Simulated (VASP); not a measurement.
A run of VASP 6.6.1:

INCAR

```
  PREC = Accurate
  ENCUT = 520
  EDIFF = 1E-6
  ISMEAR = 0
  SIGMA = 0.1
  LREAL = F
  LASPH = T
  NELM = 100
  ALGO = Normal
  ISIF = 2
  LWAVE = F
  LCHARG = F
  GGA = PE
  NBANDS = 37
```

KPOINTS

```
regular mesh
0
Gamma
  6 6 12
```

Contents of POSCAR:

```
LiTl3B4
1.0
    6.3195652716      0.0000000000      0.0000000000
    0.0000000000      6.3195652716      0.0000000000
    0.0000000000      0.0000000000      4.0523052351
Li Tl B
1 3 4
Direct
    0.5000000000      0.5000000000      0.5000000000
    0.0000000000      0.0000000000      0.5000000000
    0.0000000000      0.5000000000      0.5000000000
    0.5000000000      0.0000000000      0.5000000000
    0.6308958673      0.6308958673      0.0000000000
    0.6308958673      0.3691041327      0.0000000000
    0.3691041327      0.6308958673      0.0000000000
    0.3691041327      0.3691041327      0.0000000000
```

Potentials or basis: VASP PAW PBE potentials, release 64 (Li_sv, Tl_d, B).

Launch:

```bash
$ cat potpaw_PBE.64/Li_sv/POTCAR potpaw_PBE.64/Tl_d/POTCAR potpaw_PBE.64/B/POTCAR > POTCAR
$ mpirun -np 1 vasp_std > vasp.out
```

Hardware: 1 thread of Oxide Virtual Turin-like Processor, on a shared host.

Question: Estimate the wall time of this run.

Answer: It took 8.4 min on 1 thread of Oxide Virtual Turin-like Processor, with other jobs on the host, peak memory 0.44 GiB. Counts: scf iterations 14, k points 70.
